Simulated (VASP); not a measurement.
Write the native input for VASP 6.6.1 that does the following.

```
Task                   : single point
Functional             : PBE
Potentials or basis    : VASP PAW PBE potentials, release 64 (Hf_pv, C)
Cutoff                 : 520 eV
k mesh                 : 14 × 14 × 14
Occupations            : fermi-dirac, width 0.08 eV
Spin                   : no spin polarisation
Dipole correction      : no
Further INCAR settings : ALGO = Normal; EDIFF = 1e-07; NBANDS = 14
```

The structure of HfC (CsCl type) lies in POSCAR:

```
HfC
1.0
    2.6005187302      0.0000000000      0.0000000000
    0.0000000000      2.6005187302      0.0000000000
    0.0000000000      0.0000000000      2.6005187302
Hf C
1 1
Direct
    0.0000000000      0.0000000000      0.0000000000
    0.5000000000      0.5000000000      0.5000000000
```

This cell differs from its parent crystal: volume scaled by 0.72.

These files were run (other wordings do the same):

INCAR

```
ALGO = Normal
EDIFF = 1E-7
ENCUT = 520
GGA = PE
ISIF = 2
ISMEAR = -1
LASPH = True
LCHARG = False
LREAL = False
LWAVE = False
NBANDS = 14
NELM = 100
PREC = Accurate
SIGMA = 0.08
```

KPOINTS

```
k-points
0
Gamma
  14 14 14
```

Potentials or basis: VASP PAW PBE potentials, release 64 (Hf_pv, C).

Run with:

```console
$ cat potpaw_PBE.64/Hf_pv/POTCAR potpaw_PBE.64/C/POTCAR > POTCAR
$ mpirun -np 1 vasp_std > vasp.out
```

It gave:

```yaml
Pressure: 126.1 GPa
Band_gap_on_the_k_mesh: zero (band 7 reaches 11.32 eV, above the bottom of band 8 at 8.14 eV)
```

Caveat: spin-orbit coupling is left out, which moves the levels of the heavy elements.

Wall time 8.4 s on 1 thread of Intel(R) Xeon(R) 6975P-C (Granite Rapids) (shared host), peak memory 0.15 GiB.
